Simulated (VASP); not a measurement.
# MgB2 (P6/mmm) in VASP: notebook, part 2 of 2

VASP 6.6.1. The steps go on from the part before.

**5. Single point, PBE (biaxial strain in the a-b plane: -1.5 %)**

File INCAR:

```
PREC = Accurate
ENCUT = 520
EDIFF = 1E-6
ISMEAR = 0
SIGMA = 0.1
LREAL = F
LASPH = T
NELM = 60
ALGO = Normal
ISIF = 2
LWAVE = F
LCHARG = F
GGA = PE
NBANDS = 11
```

File KPOINTS:

```
regular mesh
0
Gamma
  15 15 12
```

File POSCAR:

```
MgB2
1.0
    3.0266753541      0.0000000000      0.0000000000
   -1.5133376771      2.6211777457      0.0000000000
    0.0000000000      0.0000000000      3.5636165281
Mg B
1 2
Direct
    0.0000000000      0.0000000000      0.0000000000
    0.6666666667      0.3333333333      0.5000000000
    0.3333333333      0.6666666667      0.5000000000
```

Potentials or basis: VASP PAW PBE potentials, release 64 (Mg, B).

Launch:

```
> cat potpaw_PBE.64/Mg/POTCAR potpaw_PBE.64/B/POTCAR > POTCAR
> mpirun -np 1 vasp_std > vasp.out
```

OUTCAR:

```text
PREC = Accurate
   ENCUT = 520
   EDIFF = 1E-6
   ISMEAR = 0
   LREAL = F
   LASPH = T
   NELM = 60
   ISIF = 2
   GGA = PE

 ion  position               nearest neighbor table
   1  0.000  0.000  0.000-   2 2.50   3 2.50   2 2.50   3 2.50   2 2.50   2 2.50   3 2.50   3 2.50
                             2 2.50   2 2.50   3 2.50   3 2.50
   2  0.667  0.333  0.500-   3 1.75   3 1.75   3 1.75   1 2.50   1 2.50   1 2.50   1 2.50   1 2.50
                             1 2.50
   3  0.333  0.667  0.500-   2 1.75   2 1.75   2 1.75   1 2.50   1 2.50   1 2.50   1 2.50   1 2.50
                             1 2.50

  LATTYP: Found a hexagonal cell.
 ALAT       =     3.0266753541
 C/A-ratio  =     1.1774029624

  Lattice vectors:

 A1 = (   3.0266753541,   0.0000000000,   0.0000000000)
 A2 = (  -1.5133376771,   2.6211777457,   0.0000000000)
 A3 = (   0.0000000000,   0.0000000000,   3.5636165281)

Analysis of symmetry for initial positions (statically):
=====================================================================
 Subroutine PRICEL returns:
 Original cell was already a primitive cell.

 Routine SETGRP: Setting up the symmetry group for a
 hexagonal supercell.

 Subroutine GETGRP returns: Found 24 space group operations
 (whereof 24 operations were pure point group operations)
 out of a pool of 24 trial point group operations.

The static configuration has the point symmetry D_6h.

Analysis of symmetry for dynamics (positions and initial velocities):
=====================================================================
 Subroutine PRICEL returns:
 Original cell was already a primitive cell.

 Routine SETGRP: Setting up the symmetry group for a
 hexagonal supercell.

 Subroutine GETGRP returns: Found 24 space group operations
 (whereof 24 operations were pure point group operations)
 out of a pool of 24 trial point group operations.

The dynamic configuration has the point symmetry D_6h.

 Subroutine INISYM returns: Found 24 space group operations
 (whereof 24 operations are pure point group operations),
 and found     1 'primitive' translations

----------------------------------------------------------------------------------------

                                     Primitive cell

  volume of cell :      28.2718

  direct lattice vectors                    reciprocal lattice vectors
     3.026675354  0.000000000  0.000000000     0.330395527  0.190753947  0.000000000
    -1.513337677  2.621177746  0.000000000     0.000000000  0.381507893  0.000000000
     0.000000000  0.000000000  3.563616528     0.000000000  0.000000000  0.280613807

  length of vectors
     3.026675354  3.026675354  3.563616528     0.381507893  0.381507893  0.280613807

  position of ions in fractional coordinates (direct lattice)
     0.000000000  0.000000000  0.000000000
     0.666666667  0.333333333  0.500000000
     0.333333333  0.666666667  0.500000000

  ion indices of the primitive-cell ions
   primitive index   ion index
                 1           1
                 2           2
                 3           3

----------------------------------------------------------------------------------------

 KPOINTS: regular mesh

Automatic generation of k-mesh.
[... 26 lines left out ...]
  0.200000  0.000000  0.000000      6.000000
  0.266667 -0.000000  0.000000      6.000000
  0.333333 -0.000000  0.000000      6.000000
[... 16 lines left out ...]
  0.333333  0.200000  0.000000     12.000000
  0.400000  0.200000  0.000000      6.000000
 [... further k-points ...]
   k-points           NKPTS =    189   k-points in BZ     NKDIM =    189   number of bands    NBANDS=     11
   number of dos      NEDOS =    301   number of ions     NIONS =      3
   total plane-waves  NPLWV =  16128
   dimension x,y,z NGX =    24 NGY =   24 NGZ =   28
   dimension x,y,z NGXF=    48 NGYF=   48 NGZF=   56
   ions per type =               1   2
   NGX,Y,Z   is equivalent  to a cutoff of  13.18, 13.18, 13.06 a.u.
   NGXF,Y,Z  is equivalent  to a cutoff of  26.36, 26.36, 26.12 a.u.
 SYSTEM =  unknown system
   PREC   = accura    normal or accurate (medium, high low for compatibility)
   ISTART =      0    job   : 0-new  1-cont  2-samecut
   ICHARG =      2    charge: 1-file 2-atom 10-const
   ISPIN  =      1    spin polarized calculation?
   LNONCOLLINEAR =      F non collinear calculations
   LSORBIT =      F    spin-orbit coupling
   LASPH  =      T    aspherical Exc in radial PAW
   ENCUT  =  520.0 eV  38.22 Ry    6.18 a.u.   5.63  5.63  6.63*2*pi/ulx,y,z
   NELM   =     60;   NELMIN=  2; NELMDL= -5     # of ELM steps
   EDIFF  = 0.1E-05   stopping-criterion for ELM
   LREAL  =      F    real-space projection
   EDIFFG = 0.1E-04   stopping-criterion for IOM
   NSW    =      0    number of steps for IOM
   IBRION =     -1    ionic relax: 0-MD 1-quasi-New 2-CG
   NFREE  =      0    steps in history (QN), initial steepest desc. (CG)
   ISIF   =      2    stress and relaxation
   ISYM   =      2    0-nonsym 1-usesym 2-fastsym
   POTIM  = 0.5000    time-step for ionic-motion
   TEBEG  =    0.0;   TEEND  =   0.0 temperature during run
   PSTRESS=    0.0 pullay stress
   NELECT =       8.0000    total number of electrons
   NUPDOWN=      -1.0000    fix difference up-down
   EMIN   =  10.00;   EMAX   =-10.00  energy-range for DOS
   EFERMI =   0.00;   METHOD = LEGACY
   ISMEAR =     0;   SIGMA  =   0.10  broadening in eV -4-tet -1-fermi 0-gaus
   EFERMI_NEDOS =   21; number of points for ismear=-14 and -15
   IALGO  =     38    algorithm
   IMIX   =      4    mixing-type and parameters
     AMIX     =   0.40;   BMIX     =  1.00
     AMIX_MAG =   1.60;   BMIX_MAG =  1.00
  volume/ion in A,a.u.               =       9.42        63.60
  Fermi-wavevector in a.u.,A,eV,Ry     =   1.074782  2.031044 15.716857  1.155156
  Thomas-Fermi vector in A             =   2.210620
   LORBIT       =      0    0 simple, 1 ext, 2 COOP (PROOUT), +10 PAW based schemes
   GGA     = PE    functional components
   LHFCALC =     F    Hartree Fock is set to
   AEXX    =    0.0000 exact exchange contribution
   IVDW    =     0    specifies the selected vdW correction
   LEPSILON=     F    determine dielectric tensor
   LRPA    =     F    only Hartree local field effects (RPA)
 non-spin polarized calculation
 Gauss-broadening in eV      SIGMA  =   0.10
  energy-cutoff  :      520.00
  volume of cell :       28.27
 maximum number of plane-waves:       775
 NGX is ok and might be reduce to    24
   NGX = 11   NGY = 11   NGZ = 13

 number of electron       8.0000000 magnetization

 Free energy of the ion-electron system (eV)
  ---------------------------------------------------
  ext. energy  EPLUGINS =         0.00000000
  ---------------------------------------------------
  free energy    TOTEN  =       -15.30380430 eV

  energy without entropy =      -15.30094427  energy(sigma->0) =      -15.30237429

 E-fermi :   5.4995     XC(G=0): -11.0054

 val. band max:        5.4776957965   @ k =   0.1333  -0.0000   0.2500
 cond. band min:       5.5198808197   @ k =   0.3333   0.2000   0.3333
 fundamental gap:      0.0421850232
 Fermi energy:         5.4994827540

 k-point     1 :       0.0000    0.0000    0.0000
  band No.  band energies     occupation
      1      -7.1323      2.00000
      2       2.1625      2.00000
      3       5.9975      0.00000
      4       5.9975      0.00000
      5       6.6813      0.00000
      6      12.2002      0.00000
      7      12.2002      0.00000
      8      14.3375      0.00000
      9      15.8322      0.00000
     10      18.8023      0.00000
     11      21.7440      0.00000
[... 309 lines left out ...]
 k-point    24 :       0.4000    0.2000    0.0000
  band No.  band energies     occupation
      1      -2.6158      2.00000
      2      -1.9715      2.00000
      3       1.0679      2.00000
      4       6.0851      0.00000
      5       8.1072      0.00000
      6      10.8500      0.00000
      7      11.3794      0.00000
      8      13.7928      0.00000
      9      14.9312      0.00000
     10      17.4994      0.00000
     11      19.9605      0.00000

 [... further k-points ...]
[... 5 lines left out ...]
  --------------------------------------------------------------------------------------
  -------------------------------------------------------------------------------------
  Total        1.3395458      1.3395458     -0.4303520     -0.0000000      0.0000000      0.0000000
  in kB       75.9127744     75.9127744    -24.3882792     -0.0000000      0.0000000      0.0000000
  external PRESSURE =      42.4790899 kB  Pullay stress =       0.0000000 kB

 VOLUME and BASIS-vectors are now :
 -----------------------------------------------------------------------------
  energy-cutoff  :      520.00
  volume of cell :       28.27
      direct lattice vectors                 reciprocal lattice vectors
     3.026675354  0.000000000  0.000000000     0.330395527  0.190753947  0.000000000
    -1.513337677  2.621177746  0.000000000     0.000000000  0.381507893  0.000000000
     0.000000000  0.000000000  3.563616528     0.000000000  0.000000000  0.280613807

 POSITION                                       TOTAL-FORCE (eV/Angst)
 -----------------------------------------------------------------------------------
      0.00000      0.00000      0.00000        -0.000000      0.000000      0.000000
      1.51334      0.87373      1.78181        -0.000000     -0.000000      0.000000
     -0.00000      1.74745      1.78181         0.000000      0.000000      0.000000
 -----------------------------------------------------------------------------------
    total drift:                                0.000000     -0.000000      0.000000

  FREE ENERGIE OF THE ION-ELECTRON SYSTEM (eV)
  ---------------------------------------------------
  free  energy   TOTEN  =       -15.3038043045 eV

  energy  without entropy=      -15.3009442675  energy(sigma->0) =      -15.30237429
```

stdout:

```text
POSCAR found type information on POSCAR MgB
 POSCAR found :  2 types and       3 ions
 scaLAPACK will be used
 LDA part: xc-table for (Slater+PW92), standard interpolation
 POSCAR, INCAR and KPOINTS ok, starting setup
 FFT: planning ... GRIDC
 FFT: planning ... GRID_SOFT
 FFT: planning ... GRID
 WAVECAR not read
 entering main loop
```

Run time: 25 s. Hardware: 1 thread of Intel Xeon 6975P-C (Granite Rapids), shared host; peak memory 0.19 GiB.

Results:

```yaml
Free_energy: -15.3038 eV
Pressure: 4.2 GPa
Band_gap_on_the_k_mesh: zero (band 4 reaches 7.14 eV, above the bottom of band 5 at 3.47 eV)
```

Levels at points of the mesh, in eV from the Fermi level:
```tsv
k point	band 1	band 2	band 3	band 4	band 5	band 6	band 7	band 8	band 9
(0.00, 0.00, 0.00)	-12.63	-3.34	0.50	0.50	1.18	6.70	6.70	8.84	10.33
(0.00, 0.00, 0.50)	-11.42	-7.68	0.83	0.83	6.97	6.97	8.44	9.32	10.63
```

Caveat: the cell differs from its parent crystal (biaxial strain in the a-b plane: -1.5 %).

**6. Single point, PBE**

This run uses another cell than the first one, of 9.63 Å³/atom, 1.058 times its volume.

File INCAR:

```
SYSTEM = MgB2
PREC     = Accurate       ! precision mode
ENCUT    = 520            ! plane-wave cutoff, eV
EDIFF    = 1E-6           ! SCF threshold, eV
ISMEAR   = 0              ! smearing method
SIGMA    = 0.1            ! smearing width, eV
LREAL    = .FALSE.        ! projectors in reciprocal space
LASPH    = .TRUE.         ! aspherical terms in the spheres
NELM     = 60             ! most SCF steps
ALGO     = Normal         ! electronic algorithm
ISIF     = 2              ! what is computed and relaxed
LWAVE    = .FALSE.        ! write WAVECAR
LCHARG   = .FALSE.        ! write CHGCAR
GGA      = PE             ! functional
NBANDS   = 11             ! bands
```

File KPOINTS:

```
Automatic mesh
0
G
  15 15 12
  0 0 0
```

File POSCAR:

```
MgB2
1.0
    3.0727668570      0.0000000000      0.0000000000
   -1.5363834285      2.6610941581      0.0000000000
    0.0000000000      0.0000000000      3.5318300576
Mg B
1 2
Direct
    0.0000000000      0.0000000000      0.0000000000
    0.6666666667      0.3333333333      0.5000000000
    0.3333333333      0.6666666667      0.5000000000
```

Potentials or basis: VASP PAW PBE potentials, release 64 (Mg, B).

Launch:

```
> cat potpaw_PBE.64/Mg/POTCAR potpaw_PBE.64/B/POTCAR > POTCAR
> mpirun -np 1 vasp_std > vasp.out
```

It took 18 s on 1 thread of Intel Xeon 6975P-C (Granite Rapids), shared host; peak memory 0.19 GiB.

The run converged. Its results:

* Free energy: -15.3252 eV
* Pressure: -0.2 GPa
* Band gap on the k mesh: zero (band 4 reaches 7.07 eV, above the bottom of band 5 at 3.30 eV)

Stress tensor (GPa, compression positive):
```
-0.18  0.00  0.00
 0.00 -0.18  0.00
 0.00  0.00 -0.37
```

Levels at points of the mesh, in eV from the Fermi level:
```
           k point  band 1  band 2  band 3  band 4  band 5  band 6  band 7  band 8  band 9
(0.00, 0.00, 0.00)  -12.44   -3.00    0.40    0.40    1.57    6.40    6.40    8.25   10.03
(0.00, 0.00, 0.50)  -11.19   -7.45    0.77    0.77    6.71    6.71    8.06    9.85   10.01
```

**7. Overview**

| cell | gap on the mesh (eV) | pressure (GPa) |
| --- | --- | --- |
| a = 2.981, b = 2.981, c = 3.547 Å, angles 90.0, 90.0, 120.0°, 3 atoms | none | 11.1 |
| a = 2.981, b = 2.981, c = 3.595 Å, angles 90.0, 90.0, 120.0°, 3 atoms | none | 9.3 |
| a = 3.027, b = 3.027, c = 3.541 Å, angles 90.0, 90.0, 120.0°, 3 atoms | none | 5.0 |
| a = 3.027, b = 3.027, c = 3.564 Å, angles 90.0, 90.0, 120.0°, 3 atoms | none | 4.2 |
| a = 3.073, b = 3.073, c = 3.532 Å, angles 90.0, 90.0, 120.0°, 3 atoms | none | -0.2 |

Alike in all rows: task single point; level PBE; potentials or basis VASP PAW PBE potentials, release 64 (Mg, B); no spin polarisation; k mesh 15 × 15 × 12; cutoff (eV) 520; smearing gaussian 0.1 eV.

Absolute energies hang on the potentials; compare differences alone.
